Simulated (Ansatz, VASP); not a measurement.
## WS2: VASP beside Ansatz

File INCAR:

```
SYSTEM = WS2
PREC = Accurate
ENCUT = 520
EDIFF = 1E-7
ISMEAR = -1
SIGMA = 0.02
LREAL = .False.
LASPH = .True.
NELM = 100
ALGO = Normal
ISIF = 2
LWAVE = .False.
LCHARG = .True.
GGA = PE
LELF = .True.
LVHAR = .True.
NBANDS = 20
```

KPOINTS

```
regular mesh
0
Gamma
  12 12 2
  0 0 0
```

The input POSCAR:

```
WS2
1.0
    3.1697138073      0.0000000000      0.0000000000
   -1.5848569037      2.7870519858      0.0000000000
    0.0000000000      0.0000000000     16.9263324260
W S
1 2
Direct
    0.3338607918      0.6677215836      0.0000000000
    0.6664029374      0.3328058749      0.9081822398
    0.6664029374      0.3328058749      0.0918177602
```

Input for Ansatz:

```yaml
crystal:
  lattice:
    - [3.1697138073, 0.0, 0.0]
    - [-1.5848569037, 2.7870519858, 0.0]
    - [0.0, 0.0, 16.926332426]
  atoms:
    - { symbol: W, position: [0.3338607918, 0.6677215836, 0.0] }
    - { symbol: S, position: [0.6664029374, 0.3328058749, 0.9081822398] }
    - { symbol: S, position: [0.6664029374, 0.3328058749, 0.0918177602] }
kpoints:
  mp_grid: { grid: [12, 12, 2] }
  band_path:
    path:
      - [0.0, 0.0, 0.0]
      - [0.5, 0.0, 0.0]
      - [0.3333333333, 0.3333333333, 0.0]
      - [0.0, 0.0, 0.5]
      - [0.5, 0.0, 0.5]
      - [0.3333333333, 0.3333333333, 0.5]
      - [0.328125, 0.335938, 0.0]
    npoints: 1
hamiltonian:
  xc: pbe
scf:
  occupations: { method: fermi_dirac, width: 0.02 }
  n_extra_bands: 4
output:
  forces: true
  stress: true
  eigenvalues: true
```

Change from the starting cell: uniaxial_y strain +1.5%.

Alike in both runs: task single point; functional PBE; k mesh 12 × 12 × 2; occupations fermi-dirac, width 0.02 eV; no spin polarisation.

|  | VASP | Ansatz |
| --- | --- | --- |
| version | VASP 6.6.1 | Ansatz 0.2.0 |
| potentials or method | VASP PAW PBE potentials, release 64 (W_sv, S) | plane waves, PAW |
| plane-wave cutoff (eV) | 520 | 420 |
| valence electrons in the cell | 26 | 26 |

```csv
,VASP,Ansatz,Ansatz less VASP
gap on the k mesh at the Fermi level (eV),1.70,1.69,-0.013
rms of the force components (eV/Å),0.139,0.138,-0.0016
```

Atom by atom the forces differ by 0.002 eV/Å (rms over components).

Neither program's run includes spin-orbit coupling.
